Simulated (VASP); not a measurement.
# AlCo (Pm-3m) in VASP: a series of runs, part 2 of 2

VASP 6.6.1. Earlier steps stand in the parts before.

### Step 4. Single point, PBE, collinear spin, ferromagnetic start

Contents of INCAR:

```
SYSTEM = AlCo
PREC     = Accurate       ! precision mode
ENCUT    = 520            ! plane-wave cutoff, eV
EDIFF    = 1E-6           ! SCF threshold, eV
ISMEAR   = 1              ! smearing method
SIGMA    = 0.2            ! smearing width, eV
LREAL    = .FALSE.        ! projectors in reciprocal space
LASPH    = .TRUE.         ! aspherical terms in the spheres
NELM     = 150            ! most SCF steps
ALGO     = Normal         ! electronic algorithm
ISIF     = 2              ! what is computed and relaxed
LWAVE    = .FALSE.        ! write WAVECAR
LCHARG   = .FALSE.        ! write CHGCAR
ISPIN    = 2              ! spin polarisation
MAGMOM   = 0 1.8          ! initial moments
LORBIT   = 11             ! projections on sites
LMAXMIX  = 4              ! l up to which the mixer works
GGA      = PE             ! functional
NBANDS   = 17             ! bands
```

Contents of KPOINTS:

```
regular mesh
0
G
  11 11 11
  0 0 0
```

Contents of POSCAR:

```
AlCo
1.0
    2.8194032100      0.0000000000      0.0000000000
    0.0000000000      2.8194032100      0.0000000000
    0.0000000000      0.0000000000      2.8194032100
Al Co
1 1
Direct
    0.0000000000      0.0000000000      0.0000000000
    0.5000000000      0.5000000000      0.5000000000
```

Potentials or basis: VASP PAW PBE potentials, release 64 (Al, Co).

The run is started by

```bash
cat potpaw_PBE.64/Al/POTCAR potpaw_PBE.64/Co/POTCAR > POTCAR
mpirun -np 1 vasp_std > vasp.out
```

OUTCAR:

```text
SYSTEM = AlCo
   PREC = Accurate
   ENCUT = 520
   EDIFF = 1E-6
   ISMEAR = 1
   LREAL = .FALSE.
   LASPH = .TRUE.
   NELM = 150
   ISIF = 2
   ISPIN = 2
   LORBIT = 11
   GGA = PE

 ion  position               nearest neighbor table
   1  0.000  0.000  0.000-   2 2.44   2 2.44   2 2.44   2 2.44   2 2.44   2 2.44   2 2.44   2 2.44

   2  0.500  0.500  0.500-   1 2.44   1 2.44   1 2.44   1 2.44   1 2.44   1 2.44   1 2.44   1 2.44

  LATTYP: Found a simple cubic cell.
 ALAT       =     2.8194032100

  Lattice vectors:

 A1 = (   2.8194032100,   0.0000000000,   0.0000000000)
 A2 = (   0.0000000000,   2.8194032100,   0.0000000000)
 A3 = (   0.0000000000,   0.0000000000,   2.8194032100)
[... 1178 lines left out ...]
 -----------------------------------------------------------------------------
  energy-cutoff  :      520.00
  volume of cell :       22.41
      direct lattice vectors                 reciprocal lattice vectors
     2.819403210  0.000000000  0.000000000     0.354684990  0.000000000  0.000000000
     0.000000000  2.819403210  0.000000000     0.000000000  0.354684990  0.000000000
     0.000000000  0.000000000  2.819403210     0.000000000  0.000000000  0.354684990

 POSITION                                       TOTAL-FORCE (eV/Angst)
 -----------------------------------------------------------------------------------
      0.00000      0.00000      0.00000         0.000000      0.000000      0.000000
      1.40970      1.40970      1.40970         0.000000      0.000000      0.000000
 -----------------------------------------------------------------------------------
    total drift:                                0.000000     -0.000000     -0.000000

  FREE ENERGIE OF THE ION-ELECTRON SYSTEM (eV)
  ---------------------------------------------------
  free  energy   TOTEN  =       -11.9704599133 eV

  energy  without entropy=      -11.9711061744  energy(sigma->0) =      -11.97067533

 total charge

# of ion       s       p       d       tot
------------------------------------------
    1        0.399   0.443   0.000   0.842
    2        0.446   0.536   7.531   8.513
--------------------------------------------------
tot          0.845   0.979   7.531   9.354

 magnetization (x)

# of ion       s       p       d       tot
------------------------------------------
    1       -0.000  -0.000   0.000  -0.000
    2        0.000  -0.000   0.000   0.000
--------------------------------------------------
tot         -0.000  -0.000   0.000   0.000
```

OSZICAR:

```text
N       E                     dE             d eps       ncg     rms          rms(c)
DAV:   1     0.379517883366E+02    0.37952E+02   -0.47778E+03  3928   0.717E+02
DAV:   2    -0.112484048324E+02   -0.49200E+02   -0.43856E+02  4301   0.151E+02
DAV:   3    -0.132489337943E+02   -0.20005E+01   -0.19697E+01  4679   0.324E+01
DAV:   4    -0.132773966209E+02   -0.28463E-01   -0.28439E-01  4585   0.344E+00
DAV:   5    -0.132781989015E+02   -0.80228E-03   -0.80223E-03  4710   0.623E-01    0.137E+01
DAV:   6    -0.158453258626E+02   -0.25671E+01   -0.45875E+01  4191   0.725E+01    0.164E+01
DAV:   7    -0.120004193245E+02    0.38449E+01   -0.24768E+01  4352   0.465E+01    0.229E+00
DAV:   8    -0.119829796311E+02    0.17440E-01   -0.14179E-01  4623   0.244E+00    0.128E+00
DAV:   9    -0.119711882566E+02    0.11791E-01   -0.42341E-02  4825   0.155E+00    0.627E-01
DAV:  10    -0.119704869912E+02    0.70127E-03   -0.81199E-04  4507   0.198E-01    0.183E-01
DAV:  11    -0.119704657806E+02    0.21211E-04   -0.71334E-05  5156   0.747E-02    0.115E-01
DAV:  12    -0.119704624738E+02    0.33068E-05   -0.21092E-05  4643   0.343E-02    0.254E-02
DAV:  13    -0.119704602913E+02    0.21825E-05   -0.17739E-06  4157   0.847E-03    0.709E-03
DAV:  14    -0.119704599133E+02    0.37801E-06   -0.37603E-07  2059   0.524E-03
   1 F= -.11970460E+02 E0= -.11970675E+02  d E =0.646261E-03  mag=     0.0001
```

Run time: 20 s. Hardware: 1 thread of Intel Xeon 6975P-C, shared host; peak memory 0.17 GiB.

What came out:

```
Free energy                                           : -11.9705 eV
Pressure                                              : 6.5 GPa
Band gap on the k mesh                                : zero (filled and empty bands overlap)
Net moment                                            : 0.00 μB per cell
Valence electrons inside the program's atomic spheres : Al 0.84; Co 8.51
```

Levels at points of the mesh, in eV from the Fermi level:
Spin up:
```csv
k point,band 3,band 4,band 5,band 6,band 7,band 8,band 9,band 10
"(0.00, 0.00, 0.00)",-3.13,-0.90,-0.90,-0.90,6.11,6.11,6.11,8.85
```
Spin down:
```csv
k point,band 3,band 4,band 5,band 6,band 7,band 8,band 9,band 10
"(0.00, 0.00, 0.00)",-3.13,-0.90,-0.90,-0.90,6.11,6.11,6.11,8.85
```

Caveat: the starting moments collapsed, and a magnetic state may lie lower.

### Step 5. Single point, PBE, collinear spin, ferromagnetic start

Contents of INCAR:

```
PREC = Accurate
ENCUT = 520
EDIFF = 1E-6
ISMEAR = 1
SIGMA = 0.1
LREAL = F
LASPH = T
NELM = 150
ALGO = Normal
ISIF = 2
LWAVE = F
LCHARG = T
ISPIN = 2
MAGMOM = 0 1.8
LORBIT = 11
LMAXMIX = 4
GGA = PE
LELF = T
LVHAR = T
NBANDS = 17
```

Contents of KPOINTS:

```
Automatic mesh
0
Gamma
  11 11 11
```

POSCAR is that of step 4.

The run is started by

```bash
cat potpaw_PBE.64/Al/POTCAR potpaw_PBE.64/Co/POTCAR > POTCAR
mpirun -np 1 vasp_std > vasp.out
```

It took 20 s on 1 thread of Intel Xeon 6975P-C, shared host; peak memory 0.17 GiB.

The run converged. Its results:

* Free energy: -11.9704 eV
* Pressure: 6.5 GPa
* Band gap on the k mesh: zero (filled and empty bands overlap)
* Net moment: 0.00 μB per cell
* Valence electrons inside the program's atomic spheres: Al 0.84; Co 8.51

Levels at points of the mesh, in eV from the Fermi level:
Spin up:
```
           k point  band 3  band 4  band 5  band 6  band 7  band 8  band 9  band 10
(0.00, 0.00, 0.00)   -3.14   -0.92   -0.92   -0.92    6.10    6.10    6.10     8.84
```
Spin down:
| k point | band 3 | band 4 | band 5 | band 6 | band 7 | band 8 | band 9 | band 10 |
| --- | --- | --- | --- | --- | --- | --- | --- | --- |
| (0.00, 0.00, 0.00) | -3.14 | -0.92 | -0.92 | -0.92 | 6.10 | 6.10 | 6.10 | 8.84 |

Caveat: the starting moments collapsed, and a magnetic state may lie lower.
